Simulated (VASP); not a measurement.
# GeP5 (I4/mmm) in VASP: a series of runs, part 2 of 3

VASP 6.6.1. Earlier steps stand in the parts before.

## Step 4: Single point, PBE

This run uses another cell than the first one, of 18.35 Å³/atom, 0.994 times its volume.

File INCAR:

```
SYSTEM = GeP5
PREC = Accurate
ENCUT = 520
EDIFF = 1E-6
ISMEAR = 0
SIGMA = 0.1
LREAL = .False.
LASPH = .True.
NELM = 60
ALGO = Normal
ISIF = 2
LWAVE = .False.
LCHARG = .True.
GGA = PE
LELF = .True.
LVHAR = .True.
NBANDS = 28
```

File KPOINTS:

```
regular mesh
0
Gamma
  6 6 6
  0 0 0
```

File POSCAR:

```
GeP5
1.0
   -2.3803402003      2.3803402003      4.8571627241
    2.3803402003     -2.3803402003      4.8571627241
    2.3803402003      2.3803402003     -4.8571627241
Ge P
1 5
Direct
    0.0000000000      0.0000000000      0.0000000000
    0.3578276804      0.8578276804      0.5000000000
    0.8578276804      0.3578276804      0.5000000000
    0.6421723196      0.1421723196      0.5000000000
    0.1421723196      0.6421723196      0.5000000000
    0.5000000000      0.5000000000      0.0000000000
```

Potentials or basis: VASP PAW PBE potentials, release 64 (Ge_d, P).

Command:

```console
$ cat potpaw_PBE.64/Ge_d/POTCAR potpaw_PBE.64/P/POTCAR > POTCAR
$ mpirun -np 1 vasp_std > vasp.out
```

OUTCAR:

```text
SYSTEM = GeP5
   PREC = Accurate
   ENCUT = 520
   EDIFF = 1E-6
   ISMEAR = 0
   LREAL = .False.
   LASPH = .True.
   NELM = 60
   ISIF = 2
   GGA = PE

 ion  position               nearest neighbor table
   1  0.000  0.000  0.000-   4 2.75   5 2.75   2 2.75   3 2.75   4 2.75   5 2.75   3 2.75   2 2.75

   2  0.358  0.858  0.500-   5 2.09   6 2.75   1 2.75   1 2.75   6 2.75   4 2.76
   3  0.858  0.358  0.500-   4 2.09   1 2.75   6 2.75   1 2.75   6 2.75   5 2.76
   4  0.642  0.142  0.500-   3 2.09   1 2.75   6 2.75   6 2.75   1 2.75   2 2.76
   5  0.142  0.642  0.500-   2 2.09   1 2.75   6 2.75   1 2.75   6 2.75   3 2.76
   6  0.500  0.500  0.000-   5 2.75   4 2.75   2 2.75   3 2.75   4 2.75   5 2.75   2 2.75   3 2.75

  LATTYP: Found a body centered tetragonal cell.
 ALAT       =     4.7606804006
 C/A-ratio  =     2.0405329975

  Lattice vectors:

 A1 = (  -2.3803402003,   2.3803402003,   4.8571627241)
 A2 = (   2.3803402003,  -2.3803402003,   4.8571627241)
 A3 = (   2.3803402003,   2.3803402003,  -4.8571627241)

Analysis of symmetry for initial positions (statically):
=====================================================================
 Subroutine PRICEL returns:
 Original cell was already a primitive cell.

 Routine SETGRP: Setting up the symmetry group for a
 body centered tetragonal supercell.

 Subroutine GETGRP returns: Found 16 space group operations
 (whereof 16 operations were pure point group operations)
 out of a pool of 16 trial point group operations.

The static configuration has the point symmetry D_4h.

Analysis of symmetry for dynamics (positions and initial velocities):
=====================================================================
 Subroutine PRICEL returns:
 Original cell was already a primitive cell.

 Routine SETGRP: Setting up the symmetry group for a
 body centered tetragonal supercell.

 Subroutine GETGRP returns: Found 16 space group operations
 (whereof 16 operations were pure point group operations)
 out of a pool of 16 trial point group operations.

The dynamic configuration has the point symmetry D_4h.

 Subroutine INISYM returns: Found 16 space group operations
 (whereof 16 operations are pure point group operations),
 and found     1 'primitive' translations

----------------------------------------------------------------------------------------

                                     Primitive cell

  volume of cell :     110.0831

  direct lattice vectors                    reciprocal lattice vectors
    -2.380340200  2.380340200  4.857162724     0.000000000  0.210054008  0.102940755
     2.380340200 -2.380340200  4.857162724     0.210054008  0.000000000  0.102940755
     2.380340200  2.380340200 -4.857162724     0.210054008  0.210054008  0.000000000

  length of vectors
     5.909658930  5.909658930  5.909658930     0.233921965  0.233921965  0.297061227

  position of ions in fractional coordinates (direct lattice)
     0.000000000  0.000000000  0.000000000
     0.357827680  0.857827680  0.500000000
     0.857827680  0.357827680  0.500000000
     0.642172320  0.142172320  0.500000000
     0.142172320  0.642172320  0.500000000
     0.500000000  0.500000000  0.000000000

  ion indices of the primitive-cell ions
   primitive index   ion index
                 1           1
[... 36 lines left out ...]
  0.333333  0.000000  0.000000      8.000000
  0.500000  0.000000 -0.000000      4.000000
  0.166667  0.166667  0.000000      8.000000
  0.333333  0.166667  0.000000     16.000000
[... 16 lines left out ...]
 -0.333333 -0.333333  0.166667      8.000000
 -0.166667 -0.333333  0.166667      8.000000
 [... further k-points ...]
   k-points           NKPTS =     30   k-points in BZ     NKDIM =     30   number of bands    NBANDS=     28
   number of dos      NEDOS =    301   number of ions     NIONS =      6
   total plane-waves  NPLWV = 110592
   dimension x,y,z NGX =    48 NGY =   48 NGZ =   48
   dimension x,y,z NGXF=    96 NGYF=   96 NGZF=   96
   ions per type =               1   5
   NGX,Y,Z   is equivalent  to a cutoff of  13.50, 13.50, 13.50 a.u.
   NGXF,Y,Z  is equivalent  to a cutoff of  27.01, 27.01, 27.01 a.u.
 SYSTEM =  GeP5
   PREC   = accura    normal or accurate (medium, high low for compatibility)
   ISTART =      0    job   : 0-new  1-cont  2-samecut
   ICHARG =      2    charge: 1-file 2-atom 10-const
   ISPIN  =      1    spin polarized calculation?
   LNONCOLLINEAR =      F non collinear calculations
   LSORBIT =      F    spin-orbit coupling
   LASPH  =      T    aspherical Exc in radial PAW
   ENCUT  =  520.0 eV  38.22 Ry    6.18 a.u.  10.99 10.99 10.99*2*pi/ulx,y,z
   NELM   =     60;   NELMIN=  2; NELMDL= -5     # of ELM steps
   EDIFF  = 0.1E-05   stopping-criterion for ELM
   LREAL  =      F    real-space projection
   EDIFFG = 0.1E-04   stopping-criterion for IOM
   NSW    =      0    number of steps for IOM
   IBRION =     -1    ionic relax: 0-MD 1-quasi-New 2-CG
   NFREE  =      0    steps in history (QN), initial steepest desc. (CG)
   ISIF   =      2    stress and relaxation
   ISYM   =      2    0-nonsym 1-usesym 2-fastsym
   POTIM  = 0.5000    time-step for ionic-motion
   TEBEG  =    0.0;   TEEND  =   0.0 temperature during run
   PSTRESS=    0.0 pullay stress
   NELECT =      39.0000    total number of electrons
   NUPDOWN=      -1.0000    fix difference up-down
   EMIN   =  10.00;   EMAX   =-10.00  energy-range for DOS
   EFERMI =   0.00;   METHOD = LEGACY
   ISMEAR =     0;   SIGMA  =   0.10  broadening in eV -4-tet -1-fermi 0-gaus
   EFERMI_NEDOS =   21; number of points for ismear=-14 and -15
   IALGO  =     38    algorithm
   IMIX   =      4    mixing-type and parameters
     AMIX     =   0.40;   BMIX     =  1.00
     AMIX_MAG =   1.60;   BMIX_MAG =  1.00
  volume/ion in A,a.u.               =      18.35       123.81
  Fermi-wavevector in a.u.,A,eV,Ry     =   1.158394  2.189046 18.257326  1.341876
  Thomas-Fermi vector in A             =   2.294996
   LORBIT       =      0    0 simple, 1 ext, 2 COOP (PROOUT), +10 PAW based schemes
   GGA     = PE    functional components
   LHFCALC =     F    Hartree Fock is set to
   AEXX    =    0.0000 exact exchange contribution
   IVDW    =     0    specifies the selected vdW correction
   LEPSILON=     F    determine dielectric tensor
   LRPA    =     F    only Hartree local field effects (RPA)
 non-spin polarized calculation
 Gauss-broadening in eV      SIGMA  =   0.10
  energy-cutoff  :      520.00
  volume of cell :      110.08
 maximum number of plane-waves:      2998
 NGX is ok and might be reduce to    48
   NGX = 21   NGY = 21   NGZ = 21

 number of electron      39.0000005 magnetization

 Free energy of the ion-electron system (eV)
  ---------------------------------------------------
  ext. energy  EPLUGINS =         0.00000000
  ---------------------------------------------------
  free energy    TOTEN  =       -28.12551518 eV

  energy without entropy =      -28.11809661  energy(sigma->0) =      -28.12180590

 E-fermi :   6.5876     XC(G=0): -10.3722

 val. band max:        6.5432369715   @ k =   0.5000   0.5000   0.3333
 cond. band min:       6.5878227574   @ k =   0.5000   0.5000   0.1667
 fundamental gap:      0.0445857859
 Fermi energy:         6.5876116571

 k-point     1 :       0.0000    0.0000    0.0000
  band No.  band energies     occupation
      1     -18.2496      2.00000
      2     -18.2363      2.00000
      3     -18.2298      2.00000
      4     -18.2298      2.00000
      5     -18.2231      2.00000
      6      -7.9730      2.00000
[... 733 lines left out ...]
     27      11.0509      0.00000
     28      11.8863      0.00000

 [... further k-points ...]

------------------------ aborting loop because EDIFF is reached ----------------------------------------

  FORCE on cell =-STRESS in cart. coord.  units (eV):
  Direction    XX          YY          ZZ          XY          YZ          ZX
  --------------------------------------------------------------------------------------
  -------------------------------------------------------------------------------------
  Total       -0.0383135     -0.0383135     -0.3960306      0.0000000      0.0000000      0.0000000
  in kB       -0.5576248     -0.5576248     -5.7639295      0.0000000      0.0000000      0.0000000
  external PRESSURE =      -2.2930597 kB  Pullay stress =       0.0000000 kB

 VOLUME and BASIS-vectors are now :
 -----------------------------------------------------------------------------
  energy-cutoff  :      520.00
  volume of cell :      110.08
      direct lattice vectors                 reciprocal lattice vectors
    -2.380340200  2.380340200  4.857162724     0.000000000  0.210054008  0.102940755
     2.380340200 -2.380340200  4.857162724     0.210054008  0.000000000  0.102940755
     2.380340200  2.380340200 -4.857162724     0.210054008  0.210054008  0.000000000

 POSITION                                       TOTAL-FORCE (eV/Angst)
 -----------------------------------------------------------------------------------
      0.00000      0.00000      0.00000        -0.000000     -0.000000      0.000000
      2.38034     -0.00000      3.47605         0.000000     -0.000000     -0.050001
     -0.00000      2.38034      3.47605        -0.000000      0.000000     -0.050001
      0.00000      2.38034      1.38111        -0.000000      0.000000      0.050001
      2.38034      0.00000      1.38111         0.000000     -0.000000      0.050001
      0.00000      0.00000      4.85716        -0.000000     -0.000000      0.000000
 -----------------------------------------------------------------------------------
    total drift:                                0.000000     -0.000000      0.000000

  FREE ENERGIE OF THE ION-ELECTRON SYSTEM (eV)
  ---------------------------------------------------
  free  energy   TOTEN  =       -28.1255151827 eV

  energy  without entropy=      -28.1180966088  energy(sigma->0) =      -28.12180590
```

Run time: 67 s. Hardware: 1 thread of Intel Xeon 6975P-C (Granite Rapids), shared host; peak memory 0.35 GiB.

What came out:

```
Free energy   : -28.1255 eV
Pressure      : -0.2 GPa
Largest force : 0.050 eV/Å
```

Forces in eV/Å, atoms in the order of the input:
```
Ge   0.000  0.000  0.000
P    0.000  0.000 -0.050
P    0.000  0.000 -0.050
P    0.000  0.000  0.050
P    0.000  0.000  0.050
P    0.000  0.000  0.000
```

Levels at points of the mesh, in eV from the Fermi level:
| k point | band 17 | band 18 | band 19 | band 20 | band 21 | band 22 | band 23 | band 24 |
| --- | --- | --- | --- | --- | --- | --- | --- | --- |
| (0.00, 0.00, 0.00) | -2.42 | -2.07 | -1.43 | -0.22 | 2.31 | 2.31 | 2.81 | 3.27 |
| (0.50, 0.00, 0.00) | -2.57 | -1.47 | -1.37 | -0.27 | 0.10 | 1.83 | 3.32 | 3.40 |
| (0.50, 0.50, 0.00) | -0.67 | 0.21 | 0.22 | 0.93 | 1.13 | 1.92 | 1.98 | 2.82 |
| (0.50, 0.50, 0.50) | -1.62 | -0.95 | -0.95 | -0.51 | -0.51 | -0.38 | 0.73 | 0.73 |

(Continued in part 3 of 3.)
